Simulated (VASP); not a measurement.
Here is a VASP 6.6.1 calculation.

Contents of INCAR:

```
SYSTEM = S
PREC     = Accurate       ! precision mode
ENCUT    = 520            ! plane-wave cutoff, eV
EDIFF    = 1E-6           ! SCF threshold, eV
ISMEAR   = -4             ! smearing method
SIGMA    = 0.1            ! smearing width, eV
LREAL    = .FALSE.        ! projectors in reciprocal space
LASPH    = .TRUE.         ! aspherical terms in the spheres
NELM     = 60             ! most SCF steps
ALGO     = Normal         ! electronic algorithm
ISIF     = 2              ! what is computed and relaxed
LWAVE    = .FALSE.        ! write WAVECAR
LCHARG   = .FALSE.        ! write CHGCAR
NBANDS   = 13             ! bands
```

Contents of KPOINTS:

```
regular mesh
0
G
  13 13 13
  0 0 0
```

File POSCAR:

```
S
1.0
    0.0000000000      2.5595206534      2.5595206534
    2.5595206534      0.0000000000      2.5595206534
    2.5595206534      2.5595206534      0.0000000000
S
2
Direct
   -0.1250000000     -0.1250000000     -0.1250000000
    0.1250000000      0.1250000000      0.1250000000
```

Potentials or basis: VASP PAW LDA potentials, release 64 (S).

Run with:

```console
$ cat potpaw_LDA.64/S/POTCAR > POTCAR
$ mpirun -np 1 vasp_std > vasp.out
```

(1) Estimate the band gap on the k mesh.

(2) Estimate the pressure.

Results:

(1) zero (band 6 reaches 8.86 eV, above the bottom of band 7 at 6.04 eV).

(2) 23.7 GPa.
